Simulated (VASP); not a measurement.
A run of VASP 6.6.1 is set up as follows.

File POSCAR:

```
LiNbO3
1.0
    2.5941347349      1.4977243875      4.6740541930
   -2.5941347349      1.4977243875      4.6740541930
    0.0000000000     -2.9954487750      4.6740541930
Li Nb O
2 2 6
Direct
    0.7821703297      0.7821703297      0.7821703297
    0.2821703297      0.2821703297      0.2821703297
    0.5001763109      0.5001763109      0.5001763109
    1.0001763109      1.0001763109      0.0001763109
    0.6079877655      0.2196418006      0.8620237934
    0.8620237934      0.6079877655      0.2196418006
    0.1079877655      0.3620237934      0.7196418006
    0.2196418006      0.8620237934      0.6079877655
    0.7196418006      0.1079877655      0.3620237934
    0.3620237934      0.7196418006      0.1079877655
```

The input INCAR.step1:

```
PREC = Accurate
ENCUT = 520
ISMEAR = 0
SIGMA = 0.01
LREAL = False
LASPH = True
NELM = 100
NBANDS = 45
GGA = PE
ALGO = Normal
EDIFF = 1E-4
LWAVE = True
LCHARG = False
```

File INCAR.step2:

```
PREC = Accurate
ENCUT = 520
EDIFF = 1E-7
ISMEAR = 0
SIGMA = 0.01
LREAL = False
LASPH = True
NELM = 100
ALGO = Normal
ISIF = 2
LWAVE = False
LCHARG = False
METAGGA = R2SCAN
LMIXTAU = True
NBANDS = 45
ISTART = 1
```

KPOINTS

```
Automatic mesh
0
Gamma
  6 6 6
```

Potentials or basis: VASP PAW PBE potentials, release 64 (Li_sv, Nb_sv, O).

Run with:

```console
$ cat potpaw_PBE.64/Li_sv/POTCAR potpaw_PBE.64/Nb_sv/POTCAR potpaw_PBE.64/O/POTCAR > POTCAR
$ cp INCAR.step1 INCAR
$ mpirun -np 1 vasp_std > vasp.out
$ cp INCAR.step2 INCAR
$ mpirun -np 1 vasp_std > vasp.out
```

(1) Estimate the band gap on the k mesh.

(2) Predict the largest force.

Results:

(1) 3.88 eV (least direct gap 3.92 eV).

(2) 0.371 eV/Å.

Caveat: the PAW data sets were made with another functional, which shifts forces and pressure a little.
